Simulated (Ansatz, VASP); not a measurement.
## HfN in VASP and in Ansatz

The input INCAR:

```
PREC = Accurate
ENCUT = 520
EDIFF = 1E-7
ISMEAR = 0
SIGMA = 0.15
LREAL = F
LASPH = T
NELM = 80
ALGO = Normal
ISIF = 2
LWAVE = F
LCHARG = F
GGA = PS
NBANDS = 14
```

The input KPOINTS:

```
regular mesh
0
Gamma
  16 16 16
```

The input POSCAR:

```
HfN
1.0
    0.0000000000      2.4548220000      2.4548220000
    2.4548220000      0.0000000000      2.4548220000
    2.4548220000      2.4548220000      0.0000000000
Hf N
1 1
Direct
    0.0050920189      0.0050920189     -0.0050920189
    0.7500000000      0.7500000000      0.7500000000
```

Input for Ansatz:

```yaml
crystal:
  lattice:
    - [0.0, 2.454822, 2.454822]
    - [2.454822, 0.0, 2.454822]
    - [2.454822, 2.454822, 0.0]
  atoms:
    - { symbol: Hf, position: [0.0050920189, 0.0050920189, -0.0050920189] }
    - { symbol: "N", position: [0.75, 0.75, 0.75] }
basis:
  ecutwfc: 420
kpoints:
  mp_grid: { grid: [16, 16, 16] }
hamiltonian:
  xc: pbesol
scf:
  occupations: { method: gaussian, width: 0.15 }
output:
  forces: true
  stress: true
  eigenvalues: true
```

Change from the starting cell: all Hf atoms moved +0.025 Å, as atom 1 along Cartesian [0 0 1].

Alike in both runs: task single point; functional PBEsol; k mesh 16 × 16 × 16; occupations gaussian, width 0.15 eV; no spin polarisation.

```csv
,VASP,Ansatz
version,VASP 6.6.1,Ansatz 0.2.0
potentials or method,"VASP PAW PBE potentials, release 64 (Hf_pv, N), cutoff 520 eV","scalar-relativistic, plane waves, PAW"
valence electrons in the cell,15,31
```

Ansatz gave:

```
gap on the k mesh at the Fermi level (eV)                     : none
pressure (GPa)                                                : -5.0
traceless stress, the component that is largest in VASP (GPa) : -1.29
rms of the force components (eV/Å)                            : 0.166
```

Question: What did VASP give for the same quantities?

Answer: gap on the k mesh at the Fermi level (eV): none; pressure (GPa): -5.8; traceless stress, the component that is largest in VASP (GPa): -1.29; rms of the force components (eV/Å): 0.167.

VASP's potentials were made for PBE, not for PBEsol. Atom by atom the forces differ by 0.001 eV/Å (rms over components). A gap of «none» marks a metal or a gap that the smearing closes. With one functional, cell and mesh, what is left measures potentials, basis and numerics. VASP's potentials hold 15 valence electrons a cell and Ansatz's 31, so a difference there can come from the potentials and not from the codes.

Spin-orbit coupling is off throughout.
